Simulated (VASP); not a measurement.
# CsI6Br (R-3) in VASP: notebook

The runs below take CsI6Br through single point, with PBE+D3(BJ), PBE.

Program: VASP 6.6.1. These are calculated values, not measurements. Logs are shortened: lines on timing, memory, paths and dates and some standing lists are left out, and cuts for length are marked.

**1. The cell of the first run**

Symmetry: R-3, No. 148, trigonal system. Conventional cell: a = 10.483 Å, b = 10.483 Å, c = 10.703 Å, α = 90.00°, β = 90.00°, γ = 120.00°. I (site symmetry 1) has 1 Br at 2.49 Å within 3.3 Å. Cs (site symmetry -3) has 12 I at 4.16 to 4.39 Å and 2 Br at 5.35 Å within 5.5 Å. Within 3.3 Å of Br (site symmetry -3) lie 6 I at 2.49 Å.

**2. Single point, PBE+D3(BJ)**

File INCAR:

```
PREC = Accurate
ENCUT = 520
EDIFF = 1E-6
ISMEAR = 1
SIGMA = 0.0982
LREAL = False
LASPH = True
NELM = 100
ALGO = Normal
ISIF = 2
LWAVE = False
LCHARG = True
GGA = PE
IVDW = 12
LELF = True
LVHAR = True
ISYM = 0
NBANDS = 39
```

File KPOINTS:

```
Automatic mesh
0
Gamma
  3 3 3
```

File POSCAR:

```
CsI6Br
1.0
    7.0257750000      0.0000000000      0.0000000000
   -0.7954570000      6.9805990000      0.0000000000
   -0.7954570000     -0.8912530000      6.9234730000
I Cs Br
6 1 1
Direct
    0.0778000000      0.8089000000      0.7042000000
    0.7042000000      0.0778000000      0.8089000000
    0.8089000000      0.7042000000      0.0778000000
    0.9222000000      0.1911000000      0.2958000000
    0.2958000000      0.9222000000      0.1911000000
    0.1911000000      0.2958000000      0.9222000000
    0.5000000000      0.5000000000      0.5000000000
    0.0000000000      0.0000000000      0.0000000000
```

Potentials or basis: VASP PAW PBE potentials, release 64 (I, Cs_sv, Br).

On the command line:

```bash
> cat potpaw_PBE.64/I/POTCAR potpaw_PBE.64/Cs_sv/POTCAR potpaw_PBE.64/Br/POTCAR > POTCAR
> mpirun -np 1 vasp_std > vasp.out
```

OUTCAR:

```text
PREC = Accurate
   ENCUT = 520
   EDIFF = 1E-6
   ISMEAR = 1
   LREAL = False
   LASPH = True
   NELM = 100
   ISIF = 2
   GGA = PE
   IVDW = 12
   ISYM = 0
 IVDW          = 12

 ion  position               nearest neighbor table
   1  0.078  0.809  0.704-   8 2.49   2 3.50   3 3.50   6 3.55   5 3.55
   2  0.704  0.078  0.809-   8 2.49   1 3.50   3 3.50   6 3.55   4 3.55
   3  0.809  0.704  0.078-   8 2.49   2 3.50   1 3.50   4 3.55   5 3.55
   4  0.922  0.191  0.296-   8 2.49   5 3.50   6 3.50   3 3.55   2 3.55
   5  0.296  0.922  0.191-   8 2.49   4 3.50   6 3.50   3 3.55   1 3.55
   6  0.191  0.296  0.922-   8 2.49   5 3.50   4 3.50   1 3.55   2 3.55
   7  0.500  0.500  0.500-
   8  0.000  0.000  0.000-   1 2.49   4 2.49   3 2.49   6 2.49   5 2.49   2 2.49

IMPORTANT INFORMATION: All symmetrisations will be switched off!
NOSYMM: (Re-)initialisation of all symmetry stuff for point group C_1.

----------------------------------------------------------------------------------------

                                     Primitive cell

  volume of cell :     339.5556

  direct lattice vectors                    reciprocal lattice vectors
     7.025775000  0.000000000  0.000000000     0.142333052  0.016219213  0.018440925
    -0.795457000  6.980599000  0.000000000     0.000000000  0.143254182  0.018440993
    -0.795457000 -0.891253000  6.923473000     0.000000000  0.000000000  0.144436181

  length of vectors
     7.025775000  7.025774992  7.025778400     0.144436243  0.144436252  0.144436181

  position of ions in fractional coordinates (direct lattice)
     0.077800000  0.808900000  0.704200000
     0.704200000  0.077800000  0.808900000
     0.808900000  0.704200000  0.077800000
     0.922200000  0.191100000  0.295800000
     0.295800000  0.922200000  0.191100000
     0.191100000  0.295800000  0.922200000
     0.500000000  0.500000000  0.500000000
     0.000000000  0.000000000  0.000000000

  ion indices of the primitive-cell ions
   primitive index   ion index
                 1           1
                 2           2
                 3           3
                 4           4
                 5           5
                 6           6
                 7           7
                 8           8

----------------------------------------------------------------------------------------

 KPOINTS: Automatic mesh

Automatic generation of k-mesh.
 Grid dimensions read from file:
 generate k-points for:    3    3    3

 Generating k-lattice:

  Cartesian coordinates                     Fractional coordinates (reciprocal lattice)
     0.047444351  0.005406404  0.006146975     0.333333333 -0.000000000  0.000000000
     0.000000000  0.047751394  0.006146998     0.000000000  0.333333333  0.000000000
     0.000000000  0.000000000  0.048145394     0.000000000  0.000000000  0.333333333

  Length of vectors
     0.048145414  0.048145417  0.048145394

  Shift w.r.t. Gamma in fractional coordinates (k-lattice)
     0.000000000  0.000000000  0.000000000

 Subroutine IBZKPT returns following result:
 ===========================================

 Found     14 irreducible k-points:

 Following reciprocal coordinates:
            Coordinates               Weight
  0.000000  0.000000  0.000000      1.000000
  0.333333  0.000000  0.000000      2.000000
  0.000000  0.333333  0.000000      2.000000
  0.000000  0.000000  0.333333      2.000000
  0.333333  0.333333 -0.000000      2.000000
 -0.333333  0.000000 -0.333333      2.000000
  0.000000  0.333333  0.333333      2.000000
 -0.333333  0.333333  0.000000      2.000000
  0.333333  0.000000 -0.333333      2.000000
  0.000000 -0.333333  0.333333      2.000000
  0.333333  0.333333  0.333333      2.000000
 -0.333333  0.333333  0.333333      2.000000
  0.333333 -0.333333  0.333333      2.000000
  0.333333  0.333333 -0.333333      2.000000
   k-points           NKPTS =     14   k-points in BZ     NKDIM =     14   number of bands    NBANDS=     39
   number of dos      NEDOS =    301   number of ions     NIONS =      8
   total plane-waves  NPLWV = 157464
   dimension x,y,z NGX =    54 NGY =   54 NGZ =   54
   dimension x,y,z NGXF=   108 NGYF=  108 NGZF=  108
   ions per type =               6   1   1
   NGX,Y,Z   is equivalent  to a cutoff of  12.78, 12.78, 12.78 a.u.
   NGXF,Y,Z  is equivalent  to a cutoff of  25.56, 25.56, 25.56 a.u.
 SYSTEM =  unknown system
   PREC   = accura    normal or accurate (medium, high low for compatibility)
   ISTART =      0    job   : 0-new  1-cont  2-samecut
   ICHARG =      2    charge: 1-file 2-atom 10-const
   ISPIN  =      1    spin polarized calculation?
   LNONCOLLINEAR =      F non collinear calculations
   LSORBIT =      F    spin-orbit coupling
   LASPH  =      T    aspherical Exc in radial PAW
   ENCUT  =  520.0 eV  38.22 Ry    6.18 a.u.  13.06 13.06 13.06*2*pi/ulx,y,z
   NELM   =    100;   NELMIN=  2; NELMDL= -5     # of ELM steps
   EDIFF  = 0.1E-05   stopping-criterion for ELM
   LREAL  =      F    real-space projection
   EDIFFG = 0.1E-04   stopping-criterion for IOM
   NSW    =      0    number of steps for IOM
   IBRION =     -1    ionic relax: 0-MD 1-quasi-New 2-CG
   NFREE  =      0    steps in history (QN), initial steepest desc. (CG)
   ISIF   =      2    stress and relaxation
   ISYM   =      0    0-nonsym 1-usesym 2-fastsym
   POTIM  = 0.5000    time-step for ionic-motion
   TEBEG  =    0.0;   TEEND  =   0.0 temperature during run
   PSTRESS=    0.0 pullay stress
   NELECT =      58.0000    total number of electrons
   NUPDOWN=      -1.0000    fix difference up-down
   EMIN   =  10.00;   EMAX   =-10.00  energy-range for DOS
   EFERMI =   0.00;   METHOD = LEGACY
   ISMEAR =     1;   SIGMA  =   0.10  broadening in eV -4-tet -1-fermi 0-gaus
   EFERMI_NEDOS =   21; number of points for ismear=-14 and -15
   IALGO  =     38    algorithm
   IMIX   =      4    mixing-type and parameters
     AMIX     =   0.40;   BMIX     =  1.00
     AMIX_MAG =   1.60;   BMIX_MAG =  1.00
  volume/ion in A,a.u.               =      42.44       286.43
  Fermi-wavevector in a.u.,A,eV,Ry     =   0.908337  1.716509 11.225851  0.825077
  Thomas-Fermi vector in A             =   2.032252
   LORBIT       =      0    0 simple, 1 ext, 2 COOP (PROOUT), +10 PAW based schemes
   GGA     = PE    functional components
   LHFCALC =     F    Hartree Fock is set to
   AEXX    =    0.0000 exact exchange contribution
   IVDW    =    12    specifies the selected vdW correction
   LEPSILON=     F    determine dielectric tensor
   LRPA    =     F    only Hartree local field effects (RPA)
 non-spin polarized calculation
 Methfessel and Paxton  Order N= 1 SIGMA  =   0.10
  energy-cutoff  :      520.00
  volume of cell :      339.56
 maximum number of plane-waves:      9169
 NGX is ok and might be reduce to    54
   NGX = 27   NGY = 27   NGZ = 27

 number of electron      58.0000003 magnetization

 Free energy of the ion-electron system (eV)
  ---------------------------------------------------
  ext. energy  EPLUGINS =         0.00000000
  ---------------------------------------------------
  free energy    TOTEN  =        -8.51364982 eV

  energy without entropy =       -8.52457480  energy(sigma->0) =       -8.51729148

 E-fermi :   2.3806     XC(G=0):  -7.7894

 val. band max:        2.3764633431   @ k =   0.0000   0.0000   0.0000
 cond. band min:       3.8310562564   @ k =   0.3333   0.3333   0.3333
 fundamental gap:      1.4545929133
 Fermi energy:         2.3805635480

 k-point     1 :       0.0000    0.0000    0.0000
  band No.  band energies     occupation
      1     -18.9379      2.00000
      2     -17.4145      2.00000
      3     -10.5374      2.00000
      4     -10.4628      2.00000
      5     -10.4628      2.00000
      6      -9.3207      2.00000
[... 31 lines left out ...]
     38       8.3062      0.00000
     39       8.3062      0.00000

 k-point     2 :       0.3333    0.0000    0.0000
  band No.  band energies     occupation
      1     -18.9378      2.00000
      2     -17.4133      2.00000
      3     -10.5865      2.00000
      4     -10.4907      2.00000
      5     -10.4416      2.00000
      6      -9.3487      2.00000
[... 31 lines left out ...]
     38       8.2430      0.00000
     39       8.3114      0.00000

 k-point     3 :       0.0000    0.3333    0.0000
  band No.  band energies     occupation
      1     -18.9378      2.00000
      2     -17.4133      2.00000
      3     -10.5865      2.00000
      4     -10.4907      2.00000
      5     -10.4416      2.00000
      6      -9.3487      2.00000
[... 31 lines left out ...]
     38       8.2430      0.00000
     39       8.3114      0.00000

 k-point     4 :       0.0000    0.0000    0.3333
  band No.  band energies     occupation
      1     -18.9378      2.00000
      2     -17.4133      2.00000
      3     -10.5865      2.00000
      4     -10.4907      2.00000
      5     -10.4416      2.00000
      6      -9.3487      2.00000
[... 31 lines left out ...]
     38       8.2430      0.00000
     39       8.3114      0.00000

 k-point     5 :       0.3333    0.3333   -0.0000
  band No.  band energies     occupation
      1     -18.9377      2.00000
      2     -17.4120      2.00000
      3     -10.6013      2.00000
      4     -10.5273      2.00000
      5     -10.4433      2.00000
      6      -9.3602      2.00000
[... 31 lines left out ...]
     38       8.0707      0.00000
     39       8.4317      0.00000

 k-point     6 :      -0.3333    0.0000   -0.3333
  band No.  band energies     occupation
      1     -18.9377      2.00000
      2     -17.4120      2.00000
      3     -10.6013      2.00000
      4     -10.5273      2.00000
      5     -10.4433      2.00000
      6      -9.3602      2.00000
[... 31 lines left out ...]
     38       8.0707      0.00000
     39       8.4152      0.00000

 k-point     7 :       0.0000    0.3333    0.3333
  band No.  band energies     occupation
      1     -18.9377      2.00000
      2     -17.4120      2.00000
      3     -10.6013      2.00000
      4     -10.5273      2.00000
      5     -10.4433      2.00000
      6      -9.3602      2.00000
[... 31 lines left out ...]
     38       8.0707      0.00000
     39       8.4130      0.00000

 k-point     8 :      -0.3333    0.3333    0.0000
  band No.  band energies     occupation
      1     -18.9377      2.00000
      2     -17.4120      2.00000
      3     -10.5970      2.00000
      4     -10.5280      2.00000
      5     -10.4396      2.00000
      6      -9.3711      2.00000
[... 31 lines left out ...]
     38       8.1290      0.00000
     39       8.5311      0.00000

 k-point     9 :       0.3333    0.0000   -0.3333
  band No.  band energies     occupation
      1     -18.9377      2.00000
      2     -17.4120      2.00000
      3     -10.5970      2.00000
      4     -10.5280      2.00000
      5     -10.4396      2.00000
      6      -9.3711      2.00000
[... 31 lines left out ...]
     38       8.1290      0.00000
     39       8.5312      0.00000

 k-point    10 :       0.0000   -0.3333    0.3333
  band No.  band energies     occupation
      1     -18.9377      2.00000
      2     -17.4120      2.00000
      3     -10.5970      2.00000
      4     -10.5280      2.00000
      5     -10.4396      2.00000
      6      -9.3711      2.00000
[... 31 lines left out ...]
     38       8.1290      0.00000
     39       8.5311      0.00000

 k-point    11 :       0.3333    0.3333    0.3333
  band No.  band energies     occupation
      1     -18.9377      2.00000
      2     -17.4107      2.00000
      3     -10.6162      2.00000
      4     -10.4991      2.00000
      5     -10.4991      2.00000
      6      -9.3540      2.00000
[... 31 lines left out ...]
     38       8.1144      0.00000
     39       8.3008      0.00000

 k-point    12 :      -0.3333    0.3333    0.3333
  band No.  band energies     occupation
      1     -18.9377      2.00000
      2     -17.4108      2.00000
      3     -10.6088      2.00000
      4     -10.4987      2.00000
      5     -10.4913      2.00000
      6      -9.3710      2.00000
[... 31 lines left out ...]
     38       7.9973      0.00000
     39       8.1851      0.00000

 k-point    13 :       0.3333   -0.3333    0.3333
  band No.  band energies     occupation
      1     -18.9377      2.00000
      2     -17.4108      2.00000
      3     -10.6088      2.00000
      4     -10.4987      2.00000
      5     -10.4913      2.00000
      6      -9.3710      2.00000
[... 31 lines left out ...]
     38       7.9973      0.00000
     39       8.1851      0.00000

 k-point    14 :       0.3333    0.3333   -0.3333
  band No.  band energies     occupation
      1     -18.9377      2.00000
      2     -17.4108      2.00000
      3     -10.6088      2.00000
      4     -10.4987      2.00000
      5     -10.4913      2.00000
      6      -9.3710      2.00000
[... 31 lines left out ...]
     38       7.9973      0.00000
     39       8.1851      0.00000

------------------------ aborting loop because EDIFF is reached ----------------------------------------

 Edisp (eV)   -2.27097

 E8    (eV) :    -1.0525

  FORCE on cell =-STRESS in cart. coord.  units (eV):
  Direction    XX          YY          ZZ          XY          YZ          ZX
  --------------------------------------------------------------------------------------
  -------------------------------------------------------------------------------------
  Total      17.26599    17.14754    16.97704    -0.51981    -0.66218    -0.59102
  in kB      81.46878    80.90985    80.10537    -2.45269    -3.12445    -2.78871
  external pressure =       80.83 kB  Pullay stress =        0.00 kB

 VOLUME and BASIS-vectors are now :
 -----------------------------------------------------------------------------
  energy-cutoff  :      520.00
  volume of cell :      339.56
      direct lattice vectors                 reciprocal lattice vectors
     7.025775000  0.000000000  0.000000000     0.142333052  0.016219213  0.018440925
    -0.795457000  6.980599000  0.000000000     0.000000000  0.143254182  0.018440993
    -0.795457000 -0.891253000  6.923473000     0.000000000  0.000000000  0.144436181

 POSITION                                       TOTAL-FORCE (eV/Angst)
 -----------------------------------------------------------------------------------
     -0.65700      5.01899      4.87551         1.513657     -1.627513     -3.193937
      4.24222     -0.17784      5.60040        -3.112344      1.168792     -2.021975
      5.06110      4.84640      0.53865        -1.788422     -3.336286      0.901066
      6.09186      1.07036      2.04796        -1.513660      1.627516      3.193939
      1.19264      6.26719      1.32308         3.112345     -1.168793      2.021977
      0.37376      1.24295      6.38483         1.788423      3.336286     -0.901069
      2.71743      3.04467      3.46174        -0.000000      0.000000     -0.000000
      0.00000      0.00000      0.00000         0.000000     -0.000002     -0.000001
 -----------------------------------------------------------------------------------
    total drift:                               -0.000003     -0.000000     -0.000003

  FREE ENERGIE OF THE ION-ELECTRON SYSTEM (eV)
  ---------------------------------------------------
  free  energy   TOTEN  =       -10.7846226683 eV

  energy  without entropy=      -10.7955476474  energy(sigma->0) =      -10.78826433
```

It took 4.8 min on 1 thread of Intel Xeon 6975P-C, shared host; peak memory 0.49 GiB.

What came out:

```
Free energy                : -10.7846 eV
Pressure                   : 8.1 GPa
Largest force              : 3.891 eV/Å
Band gap on the k mesh     : 1.45 eV, indirect (least direct gap 1.54 eV)
Dispersion energy per atom : -0.284 eV
```

Forces on the atoms (eV/Å):
```
I    1.514 -1.628 -3.194
I   -3.112  1.169 -2.022
I   -1.788 -3.336  0.901
I   -1.514  1.628  3.194
I    3.112 -1.169  2.022
I    1.788  3.336 -0.901
Cs   0.000  0.000  0.000
Br   0.000  0.000  0.000
```

Stress tensor (GPa, compression positive):
```
 8.15 -0.25 -0.28
-0.25  8.09 -0.31
-0.28 -0.31  8.01
```

Levels at points of the mesh, in eV from the valence-band top:
```csv
k point,band 25,band 26,band 27,band 28,band 29,band 30,band 31,band 32,band 33,band 34
"(0.00, 0.00, 0.00)",-0.71,-0.71,-0.59,-0.59,0.00,1.77,1.77,1.91,4.26,4.84
```

Caveat: spin-orbit coupling is left out, which moves the levels of the heavy elements; forces of over 1 eV/Å act on the atoms, so gaps and moduli don't describe the material at rest.

**3. Single point, PBE**

File INCAR:

```
SYSTEM = CsI6Br
  PREC = Accurate
  ENCUT = 520
  EDIFF = 1E-6
  ISMEAR = 1
  SIGMA = 0.0982
  LREAL = .FALSE.
  LASPH = .TRUE.
  NELM = 100
  ALGO = Normal
  ISIF = 2
  LWAVE = .FALSE.
  LCHARG = .FALSE.
  GGA = PE
  ISYM = 0
  NBANDS = 39
```

File KPOINTS:

```
Automatic mesh
0
G
  4 4 4
  0 0 0
```

POSCAR is that of step 2.

Potentials or basis: VASP PAW PBE potentials, release 64 (I, Cs_sv, Br).

On the command line:

```bash
> cat potpaw_PBE.64/I/POTCAR potpaw_PBE.64/Cs_sv/POTCAR potpaw_PBE.64/Br/POTCAR > POTCAR
> mpirun -np 1 vasp_std > vasp.out
```

Wall time 11 min (1 thread of Intel Xeon 6975P-C, shared host); peak memory 0.65 GiB.

The run converged. Its results:

* Free energy: -8.5093 eV
* Pressure: 9.2 GPa
* Largest force: 3.880 eV/Å
* Band gap on the k mesh: 1.37 eV, indirect (least direct gap 1.42 eV)

Forces in eV/Å, atoms in the order of the input:
```
I    1.501 -1.627 -3.187
I   -3.104  1.157 -2.021
I   -1.787 -3.327  0.889
I   -1.501  1.627  3.187
I    3.104 -1.157  2.021
I    1.787  3.327 -0.889
Cs   0.000  0.000  0.000
Br   0.000  0.000  0.000
```

Stress tensor (GPa, compression positive):
```
 9.22 -0.24 -0.27
-0.24  9.17 -0.31
-0.27 -0.31  9.09
```

Levels at points of the mesh, in eV from the valence-band top:
```
           k point  band 27  band 28  band 29  band 30  band 31  band 32
(0.00, 0.00, 0.00)    -0.59    -0.59     0.00     1.76     1.76     1.91
(0.50, 0.00, 0.00)    -0.54    -0.17    -0.04     1.37     1.50     1.73
(0.00, 0.50, 0.00)    -0.54    -0.17    -0.04     1.37     1.50     1.73
(0.00, 0.00, 0.50)    -0.54    -0.17    -0.04     1.37     1.50     1.73
(0.50, 0.50, 0.00)    -0.46    -0.18    -0.01     1.47     1.62     1.89
(0.50, 0.00, 0.50)    -0.46    -0.18    -0.01     1.47     1.62     1.89
(0.00, 0.50, 0.50)    -0.46    -0.18    -0.01     1.47     1.62     1.89
(0.50, 0.50, 0.50)    -0.41    -0.05    -0.05     1.60     1.85     1.85
```

Caveat: spin-orbit coupling is left out, which moves the levels of the heavy elements; forces of over 1 eV/Å act on the atoms, so gaps and moduli don't describe the material at rest.
